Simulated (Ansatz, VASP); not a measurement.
Given: the input of a run of VASP 6.6.1 on Ge.

File INCAR:

```
  PREC = Accurate
  ENCUT = 520
  EDIFF = 1E-7
  ISMEAR = -1
  SIGMA = 0.04
  LREAL = False
  LASPH = True
  NELM = 80
  ALGO = Normal
  ISIF = 2
  LWAVE = False
  LCHARG = False
  GGA = PE
  NBANDS = 21
```

File KPOINTS:

```
regular mesh
0
Gamma
  5 5 5
```

Contents of POSCAR:

```
Ge
1.0
    0.0000000000      2.8289100000      2.8289100000
    2.8289100000      0.0000000000      2.8289100000
    2.8289100000      2.8289100000      0.0000000000
Ge
2
Direct
    0.7500000000      0.7500000000      0.7500000000
    0.5000000000      0.5000000000      0.5000000000
```

Potentials or basis: VASP PAW PBE potentials, release 64 (Ge_d).

Command:

```console
$ cat potpaw_PBE.64/Ge_d/POTCAR > POTCAR
$ mpirun -np 1 vasp_std > vasp.out
```

Set up the same calculation for Ansatz 0.2.0. Potentials there: all-electron LAPW, scalar-relativistic.

As run (the cutoff follows the program's own potentials):

Contents of input.yaml:

```yaml
crystal:
  lattice:
    - [0.0, 2.82891, 2.82891]
    - [2.82891, 0.0, 2.82891]
    - [2.82891, 2.82891, 0.0]
  atoms:
    - { symbol: Ge, position: [0.75, 0.75, 0.75] }
    - { symbol: Ge, position: [0.5, 0.5, 0.5] }
kpoints:
  mp_grid: { grid: [5, 5, 5] }
scf:
  occupations: { method: fermi_dirac, width: 0.04 }
hamiltonian:
  xc: pbe
  pseudopotentials: { kind: all_electron, lapw: { basis_error: 0.002 } }
output:
  forces: true
  stress: true
  eigenvalues: true
```

Potentials or basis: all-electron LAPW, scalar-relativistic.

The run is started by

```sh
$ ansatz run input.yaml --threads 1 --pin off --max-ram 3072MiB --backend cpu --events-out ev --progress --plain --runs-dir out
```

Both were run:

|  | VASP | Ansatz | Ansatz less VASP |
| --- | --- | --- | --- |
| gap on the k mesh at the Fermi level (eV) | none | none | - |
| pressure (GPa) | 3.7 | 3.8 | +0.07 |

A gap of «none» marks a metal or a gap that the smearing closes. Ansatz ran all-electron here, and VASP with PAW potentials.

The k mesh is coarse, so the values compare programs but aren't converged. Noted on Ansatz's run: the k mesh is thin for a metal, which can move the energy by tens of meV per atom.
